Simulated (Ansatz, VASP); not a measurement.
## SnS2 in VASP and in Ansatz

The input INCAR:

```
PREC = Accurate
ENCUT = 500
EDIFF = 1E-7
ISMEAR = -1
SIGMA = 0.1
LREAL = F
LASPH = T
NELM = 120
ALGO = Normal
ISIF = 3
LWAVE = F
LCHARG = F
GGA = PS
IBRION = 2
NSW = 80
EDIFFG = -0.01
GGA_COMPAT = F
NELMIN = 4
```

File KPOINTS:

```
Automatic mesh
0
Gamma
  6 6 4
```

The input POSCAR:

```
SnS2
1.0
    3.6390000000      0.0000000000      0.0000000000
   -1.8195000000      3.1514664400      0.0000000000
    0.0000000000      0.0000000000      5.8680000000
Sn S
1 2
Direct
    0.0000000000      0.0000000000      0.0000000000
    0.3333333333      0.6666666667      0.2500000000
    0.6666666667      0.3333333333      0.7500000000
```

Input for Ansatz:

```yaml
crystal:
  lattice:
    - [3.639, 0.0, 0.0]
    - [-1.8195, 3.15146644, 0.0]
    - [0.0, 0.0, 5.868]
  atoms:
    - { symbol: Sn, position: [0.0, 0.0, 0.0] }
    - { symbol: S, position: [0.3333333333333333, 0.6666666666666666, 0.25] }
    - { symbol: S, position: [0.6666666666666666, 0.3333333333333333, 0.75] }
basis:
  ecutwfc: 450.0
kpoints:
  mp_grid:
    grid: [6, 6, 4]
hamiltonian:
  xc: pbesol
  dispersion: none
scf:
  occupations:
    method: fermi_dirac
relax:
  max_steps: 60
  cell: {}
```

Alike in both runs: task relaxation of cell and atoms; functional PBEsol; k mesh 6 × 6 × 4; no spin polarisation.

|  | VASP | Ansatz |
| --- | --- | --- |
| version | VASP 6.6.1 | Ansatz 0.2.0 |
| potentials or method | VASP PAW PBE potentials, release 64 (Sn_d, S), cutoff 500 eV | plane waves, PAW |
| occupations | fermi-dirac, width 0.1 eV | fermi-dirac |
| valence electrons in the cell | 26 | 26 |

Ansatz gave:

```
relaxed volume (Å³/atom)                                     : 23.33
relaxed cell length with the largest relative difference (Å) : 6.056
```

**Question.** Estimate VASP's values.

**Answer.** Relaxed volume (Å³/atom): 23.22; relaxed cell length with the largest relative difference (Å): 6.035.

VASP's potentials were made for PBE, not for PBEsol.
